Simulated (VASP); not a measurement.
Runs of VASP 6.6.1 on In. The structure is that of space group R-3m (No. 166), or close to it. The cells are those of the table. 

```tsv
task	cell	gap on the mesh (eV)	pressure (GPa)	largest force (eV/Å)
electric field gradients	a = 8.596 Å, angles 22.8°, 3 atoms	none	-0.5	-
single point	a = 8.542 Å, angles 22.8°, 3 atoms	none	(b)	-
electric field gradients	a = 8.374 Å, angles 22.8°, 3 atoms	none	2.6	0.02
electric field gradients	a = 8.459 Å, angles 22.8°, 3 atoms	none	(a)	0.01
electric field gradients	a = 8.403 Å, angles 22.8°, 3 atoms	none	2.1	0.02
electric field gradients	a = 8.431 Å, angles 22.8°, 3 atoms	none	1.7	0.02
electric field gradients	a = 8.444 Å, angles 23.5°, 3 atoms	none	-0.5	0.01
```

Alike in all rows: level PBE; potentials or basis VASP PAW PBE potentials, release 64 (In_d); no spin polarisation; k mesh 14 × 14 × 14; cutoff (eV) 520; smearing fermi-dirac 0.05 eV.

Task: Estimate the missing entries.

Result: (a) 1.3; (b) 0.1.

Caveats: spin-orbit coupling is left out, which moves the levels of the heavy elements.

A k mesh can miss the band edges, and the runs leave out spin-orbit coupling on In.

A gap of «none» marks levels without a gap at the run's occupations.
